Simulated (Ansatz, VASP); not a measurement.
## Co: VASP beside Ansatz

```
CELL_PARAMETERS angstrom
2.32643 0.00000 0.00000
0.00000 2.32643 0.00000
0.00000 0.00000 2.32643
ATOMIC_POSITIONS crystal
Co 0.00000 0.00000 0.00000
```

Alike in both runs: functional r2SCAN; k mesh 24 × 24 × 24; occupations gaussian, width 0.1 eV; collinear spin.

Ansatz relaxed the structure, and its values are those at the end. VASP's run is a single point on that final structure, the one shown.

|  | VASP | Ansatz |
| --- | --- | --- |
| version | VASP 6.6.1 | Ansatz 0.2.0 |
| potentials or method | VASP PAW PBE potentials, release 64 (Co), cutoff 520 eV | scalar-relativistic, plane waves, PAW |
| valence electrons in the cell | 9 | 17 |

```tsv
	VASP	Ansatz	Ansatz less VASP
gap on the k mesh at the Fermi level (eV)	none	none	-
pressure (GPa)	-0.2	0.0	+0.20
net moment per atom (μB)	2.02	2.03	+0.015
size of the moment on the site where the two differ most (μB)	2.06	2.09	+0.031
```

VASP's potentials were made for PBE, not for r2SCAN. Site moments also hang on the region over which each program counts them. A gap of «none» marks a metal or a gap that the smearing closes. VASP's potentials hold 9 valence electrons a cell and Ansatz's 17, so a difference there can come from the potentials and not from the codes.
